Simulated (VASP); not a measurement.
Wanted: the native input for a VASP 6.6.1 run.

```
Task                   : single point
Functional             : PBE
Potentials or basis    : VASP PAW PBE potentials, release 64 (W_sv)
Cutoff                 : 520 eV
k mesh                 : 14 × 14 × 14
Occupations            : gaussian, width 0.1 eV
Spin                   : no spin polarisation
Dipole correction      : no
Further INCAR settings : ALGO = Fast; EDIFF = 1e-06; NBANDS = 28
```

The structure of W lies in POSCAR:

```
W
1.0
    3.1827431476      0.0000000000      0.0000000000
    0.0000000000      3.1827431476      0.0000000000
   -1.5913715738     -1.5913715738      4.7794831714
W
3
Direct
    0.0000000000      0.0000000000      0.0000000000
    0.3333333333      0.3333333333      0.6666666667
    0.6666666667      0.6666666667      0.3333333333
```

These files were run (other wordings do the same):

INCAR

```
  ALGO = Fast
  EDIFF = 1E-6
  ENCUT = 520
  GGA = PE
  ISIF = 2
  ISMEAR = 0
  LASPH = True
  LCHARG = False
  LREAL = False
  LWAVE = False
  NBANDS = 28
  NELM = 60
  PREC = Accurate
  SIGMA = 0.1
```

KPOINTS

```
k-points
0
Gamma
  14 14 14
```

Potentials or basis: VASP PAW PBE potentials, release 64 (W_sv).

Launch:

```console
$ cat potpaw_PBE.64/W_sv/POTCAR > POTCAR
$ mpirun -np 1 vasp_std > vasp.out
```

It gave:

* Pressure: 0.5 GPa
* Band gap on the k mesh: zero (band 21 reaches 12.62 eV, above the bottom of band 22 at 10.31 eV)

Caveat: spin-orbit coupling is left out, which moves the levels of the heavy elements.

Run time: 99 s on 1 thread of Intel(R) Xeon(R) 6975P-C (Granite Rapids) (shared host), peak memory 0.34 GiB.
